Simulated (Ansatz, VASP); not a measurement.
**CsCdCl3: VASP beside Ansatz**

```
Cs Cd Cl
1.0
     5.20420    0.00000    0.00000
     0.00000    5.20420    0.00000
     0.00000    0.00000    5.20420
Cs Cd Cl
1 1 3
Direct
  0.00000 0.00000 0.00000
  0.50000 0.50000 0.50000
  0.00000 0.50000 0.50000
  0.50000 0.00000 0.50000
  0.50000 0.50000 0.00000
```

Alike in both runs: task single point; functional LDA; k mesh 6 × 6 × 6; occupations gaussian, width 0.02 eV; no spin polarisation.

```csv
,VASP,Ansatz
version,VASP 6.6.1,Ansatz 0.2.0
potentials or method,"VASP PAW LDA potentials, release 64 (Cs_sv, Cd, Cl), cutoff 500 eV","scalar-relativistic, plane waves, PAW"
valence electrons in the cell,42,50
```

|  | VASP | Ansatz | Ansatz less VASP |
| --- | --- | --- | --- |
| gap on the k mesh at the Fermi level (eV) | 1.53 | 1.51 | -0.027 |
| least direct gap on the mesh (eV) | 2.11 | 2.09 | -0.022 |
| pressure (GPa) | -1.8 | -2.0 | -0.20 |

LDA's correlation is that of Perdew and Zunger in VASP and of Perdew and Wang (1992) in Ansatz. VASP's potentials hold 42 valence electrons a cell and Ansatz's 50, so a difference there can come from the potentials and not from the codes.

Spin-orbit coupling is off throughout.
